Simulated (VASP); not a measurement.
AgCl, 2 atoms in the cell. Symmetry: Fmm2, No. 42, orthorhombic system. Conventional cell: a = 5.355 Å, b = 5.569 Å, c = 5.569 Å, α = 90.00°, β = 90.00°, γ = 90.00°. Ag (site symmetry mm2) has 6 Cl at 2.58 to 2.99 Å within 3.4 Å. Cl (site symmetry mm2) has 6 Ag at 2.58 to 2.99 Å within 3.4 Å.  This cell differs from its parent crystal: atoms displaced along a vibrational mode, the cell strained.

```yaml
Program: VASP 6.6.1
Task: single point
Functional: LDA
Potentials_or_basis: VASP PAW LDA potentials, release 64 (Ag, Cl)
Cutoff: 520 eV
k_mesh: 10 × 10 × 10
Occupations: gaussian, width 0.05 eV
Spin: no spin polarisation
Dipole_correction: no
Further_INCAR_settings: ALGO = Normal; EDIFF = 1e-07; NBANDS = 16
```

Potentials or basis: VASP PAW LDA potentials, release 64 (Ag, Cl).

Command:

```sh
$ cat potpaw_LDA.64/Ag/POTCAR potpaw_LDA.64/Cl/POTCAR > POTCAR
$ mpirun -np 1 vasp_std > vasp.out
```

Hardware: 1 thread of AMD EPYC 7R13, with other jobs on the host.

Question: Estimate the wall time of this run.

Answer: Wall time 2.8 min on 1 thread of AMD EPYC 7R13, with other jobs on the host, peak memory 0.2 GiB. Counts: scf iterations 12, k points 171.
